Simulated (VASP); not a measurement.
Crystal: KCd2P2.

```
K Cd P
1.0
     5.84234    0.00000    0.00000
    -2.92117    5.05962    0.00000
     0.00000    0.00000    4.95326
K Cd P
1 2 2
Direct
  0.00000 0.00000 0.00000
  0.33333 0.66667 0.50000
  0.66667 0.33333 0.50000
  0.33333 0.66667 0.00000
  0.66667 0.33333 0.00000
```

The cell was generated, and may not be a known phase.

* Program: VASP 6.6.1
* Task: relaxation of cell and atoms
* Functional: PBE
* Potentials or basis: VASP PAW PBE potentials, release 64 (K_sv, Cd, P)
* Cutoff: 500 eV
* k mesh: 6 × 6 × 8
* Occupations: gaussian, width 0.1 eV
* Spin: no spin polarisation

At the start: pressure 0.6 GPa; volume 29.28 Å³/atom.

How do energy, volume and symmetry change on relaxing?

Over 10 steps the energy falls by 10.5 meV/atom and the volume is 27.89 Å³/atom (-4.8 %); space group P6/mmm (No. 191, to 0.1 Å) before and after.

The path:
| step | energy change (eV) | largest force (eV/Å) | pressure (GPa) | volume (Å³) |
| --- | --- | --- | --- | --- |
| 1 | 0.0000 | 0.0000 | 0.60 | 146.42 |
| 2 | -0.0280 | 0.0000 | -0.55 | 148.73 |
| 3 | -0.0280 | 0.0000 | -0.52 | 148.65 |
| 4 | -0.0348 | 0.0000 | -0.35 | 146.89 |
| 5 | -0.0446 | 0.0000 | 0.19 | 141.78 |
| 6 | -0.0450 | 0.0000 | 0.33 | 140.66 |
| 7 | -0.0499 | 0.0000 | 0.20 | 140.13 |
| 8 | -0.0504 | 0.0000 | -0.11 | 138.85 |
| 9 | -0.0524 | 0.0000 | 0.03 | 139.49 |
| 10 | -0.0524 | 0.0000 | 0.03 | 139.46 |

Final structure:
```cif
data_structure
_symmetry_space_group_name_H-M 'P 1'
_symmetry_Int_Tables_number 1
_cell_length_a 5.5736
_cell_length_b 5.5736
_cell_length_c 5.1840
_cell_angle_alpha 90.000
_cell_angle_beta 90.000
_cell_angle_gamma 120.000
_cell_volume 139.46
loop_
_atom_site_label
_atom_site_type_symbol
_atom_site_fract_x
_atom_site_fract_y
_atom_site_fract_z
_atom_site_occupancy
K1 K 0.00000 0.00000 0.00000 1
Cd1 Cd 0.33333 0.66667 0.50000 1
Cd2 Cd 0.66667 0.33333 0.50000 1
P1 P 0.33333 0.66667 0.00000 1
P2 P 0.66667 0.33333 0.00000 1
```
